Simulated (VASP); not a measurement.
Input of a VASP 6.6.1 run:

The input INCAR:

```
SYSTEM = H3C5
  PREC = Accurate
  ENCUT = 520
  EDIFF = 1E-6
  ISMEAR = 0
  SIGMA = 0.05
  LREAL = Auto
  LASPH = .TRUE.
  NELM = 80
  ALGO = Normal
  ISIF = 2
  LWAVE = .FALSE.
  LCHARG = .FALSE.
  GGA = PE
  NBANDS = 68
```

The input KPOINTS:

```
Automatic mesh
0
G
  1 1 1
  0 0 0
```

Contents of POSCAR:

```
H3C5
1.0
    5.0487420000      0.0000000000      0.0000000000
    0.0000000000      5.0487420000      0.0000000000
    0.0000000000      0.0000000000     17.1355610000
H C
12 20
Direct
    0.4277867635      0.0000000000      0.0583581711
    0.0722132365      0.0000000000      0.0583581711
    0.9277867635      0.0000000000      0.0583581711
    0.5722132365      0.0000000000      0.0583581711
    0.4277867635      0.5000000000      0.0583581711
    0.0722132365      0.5000000000      0.0583581711
    0.9277867635      0.5000000000      0.0583581711
    0.5722132365      0.5000000000      0.0583581711
    0.7502334245      0.0042323414      0.3591049631
    0.2500807132      0.4961014051      0.3590545416
    0.7501181482      0.4960279214      0.3590986604
    1.2495138393      0.0047869350      0.3591636714
    0.2499999010      0.0000000000      0.0953981022
    0.7499999010      0.0000000000      0.0953981022
    0.2499999010      0.5000000000      0.0953981022
    0.7499999010      0.5000000000      0.0953981022
    0.2499999010      0.2499999010      0.1474828283
    0.7499999010      0.2499999010      0.1474828283
    0.2499999010      0.7499999010      0.1474828283
    0.7499999010      0.7499999010      0.1474828283
   -0.0000021788      0.2500486260      0.1957651109
    0.5000104977      0.2500290171      0.1957839023
   -0.0000013865      0.7500729885      0.2035983532
    0.5000148552      0.7500300075      0.2036047726
    0.0000235702      0.0167073303      0.2525271276
    0.5000182224      0.0166498902      0.2525602167
    0.0000528845      0.4835081690      0.2525106123
    0.5000558555      0.4834701397      0.2525189575
    0.2499878187      0.0884380703      0.2998776054
    0.7500765537      0.0883231902      0.2998717112
    0.2500513989      0.4119037970      0.2998343620
    0.7500725923      0.4118625986      0.2998688517
```

Potentials or basis: VASP PAW PBE potentials, release 64 (H, C).

Run with:

```console
$ cat potpaw_PBE.64/H/POTCAR potpaw_PBE.64/C/POTCAR > POTCAR
$ mpirun -np 1 vasp_gam > vasp.out
```

Q: Predict the largest force.

A: 9.775 eV/Å.

Q: Predict the band gap on the k mesh.

A: 1.70 eV.

Forces in eV/Å, atoms in the order of the input:
```
H   -9.774 -0.052  0.111
H    9.774 -0.052  0.112
H   -9.774 -0.052  0.112
H    9.774 -0.052  0.112
H   -9.774  0.053  0.112
H    9.774  0.052  0.112
H   -9.774  0.052  0.112
H    9.774  0.053  0.112
H   -0.002  0.204  0.027
H   -0.001 -0.205  0.028
H   -0.001 -0.205  0.024
H    0.009  0.195  0.023
C    0.002 -0.152  1.480
C    0.000 -0.152  1.479
C    0.001  0.151  1.480
C   -0.001  0.151  1.480
C    0.002  0.001 -2.630
C   -0.001  0.000 -2.630
C    0.001  0.005  0.384
C    0.001  0.007  0.385
C    0.001  0.005 -0.352
C    0.001 -0.001 -0.355
C    0.003  0.000 -0.004
C   -0.001  0.002 -0.002
C    0.000 -0.416 -0.119
C    0.001 -0.414 -0.115
C   -0.004  0.411 -0.115
C    0.000  0.413 -0.116
C   -0.003 -0.857 -0.310
C   -0.005 -0.855 -0.312
C   -0.001  0.854 -0.310
C   -0.002  0.854 -0.314
```

Caveat: the k points lie up to 1.24 Å⁻¹ apart.
